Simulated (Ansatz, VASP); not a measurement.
## Two plane-wave programs on Ga3As2P

```
Ga P As
1.0
     2.00247   -3.46838    0.00000
    -6.00742   -3.46838    0.00000
     0.00000    0.00000   -9.81517
Ga P As
6 2 4
Direct
  0.00000 0.00000 0.00658
  0.50000 0.50000 0.00658
  0.50000 0.83333 0.32663
  0.00000 0.33333 0.32663
  0.00000 0.66667 0.66649
  0.50000 0.16667 0.66649
  0.50000 0.83333 0.08334
  0.00000 0.33333 0.08334
  0.00000 0.66667 0.41373
  0.50000 0.16667 0.41373
  0.00000 0.00000 0.75324
  0.50000 0.50000 0.75324
```

Alike in both runs: task single point; functional PBE; k mesh 4 × 2 × 2; occupations gaussian, width 0.1 eV; no spin polarisation.

```csv
,VASP,Ansatz
version,VASP 6.6.1,Ansatz 0.2.0
potentials or method,"VASP PAW PBE potentials, release 64 (Ga_d, P, As), cutoff 520 eV","scalar-relativistic, plane waves, PAW"
valence electrons in the cell,108,148
```

VASP gave:

```
gap on the k mesh at the Fermi level (eV)                     : 0.52
least direct gap on the mesh (eV)                             : 0.52
pressure (GPa)                                                : 0.1
traceless stress, the component that is largest in VASP (GPa) : -0.42
rms of the force components (eV/Å)                            : 0.020
```

Estimate Ansatz's values.

gap on the k mesh at the Fermi level (eV): 0.52; least direct gap on the mesh (eV): 0.52; pressure (GPa): -0.1; traceless stress, the component that is largest in VASP (GPa): -0.41; rms of the force components (eV/Å): 0.019.

Atom by atom the forces differ by 0.004 eV/Å (rms over components). VASP's potentials hold 108 valence electrons a cell and Ansatz's 148, so a difference there can come from the potentials and not from the codes.

The k mesh is coarse, so the values compare programs but aren't converged.
